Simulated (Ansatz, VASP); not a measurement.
# Ta: VASP beside Ansatz

Contents of POSCAR:

```
Ta
1.0
   -1.7833824000      1.7833824000      1.6512800000
    1.7833824000     -1.7833824000      1.6512800000
    1.7833824000      1.7833824000     -1.6512800000
Ta
1
Direct
    0.0000000000      0.0000000000      0.0000000000
```

Contents of INCAR.step1:

```
ALGO = Normal ; EDIFF = 1E-4
ENCUT = 520 ; GGA = PE
ISMEAR = 0 ; LASPH = True
LCHARG = False ; LREAL = False
LWAVE = True ; NBANDS = 12
NELM = 60 ; PREC = Accurate
SIGMA = 0.15
```

The input INCAR.step2:

```
ALGO = Normal ; EDIFF = 1E-6
ENCUT = 520 ; ISIF = 2
ISMEAR = 0 ; ISTART = 1
LASPH = True ; LCHARG = True
LELF = True ; LMIXTAU = True
LREAL = False ; LVHAR = True
LWAVE = False ; METAGGA = R2SCAN
NBANDS = 12 ; NELM = 60
PREC = Accurate ; SIGMA = 0.15
```

The input KPOINTS:

```
k-points
0
Gamma
  20 20 20
```

Input for Ansatz:

```yaml
crystal:
  lattice:
    - [-1.7833824, 1.7833824, 1.65128]
    - [1.7833824, -1.7833824, 1.65128]
    - [1.7833824, 1.7833824, -1.65128]
  atoms:
    - { symbol: Ta, position: [0.0, 0.0, 0.0] }
basis:
  ecutwfc: 500
kpoints:
  mp_grid: { grid: [20, 20, 20] }
hamiltonian:
  xc: r2scan
scf:
  occupations: { method: gaussian, width: 0.15 }
output:
  forces: true
  stress: true
  eigenvalues: true
```

Change from the starting cell: strain +0.080 along x and y, +0.000 along z, atoms carried along.

Alike in both runs: task single point; functional r2SCAN; k mesh 20 × 20 × 20; occupations gaussian, width 0.15 eV; no spin polarisation.

|  | VASP | Ansatz |
| --- | --- | --- |
| version | VASP 6.6.1 | Ansatz 0.2.0 |
| potentials or method | VASP PAW PBE potentials, release 64 (Ta_pv), cutoff 520 eV | scalar-relativistic, plane waves, PAW |
| valence electrons in the cell | 11 | 13 |

Ansatz gave:

| Property | Result |
| --- | --- |
| gap on the k mesh at the Fermi level (eV) | none |
| pressure (GPa) | -22.7 |
| traceless stress, the component that is largest in VASP (GPa) | 2.27 |

Question: What did VASP give for the same quantities?

Answer: gap on the k mesh at the Fermi level (eV): none; pressure (GPa): -22.4; traceless stress, the component that is largest in VASP (GPa): 2.24.

VASP's potentials were made for PBE, not for r2SCAN. A gap of «none» marks a metal or a gap that the smearing closes. The functional is the same, so the differences come from potentials, cutoffs and numerics. VASP's potentials hold 11 valence electrons a cell and Ansatz's 13, so a difference there can come from the potentials and not from the codes.

Neither program's run includes spin-orbit coupling.
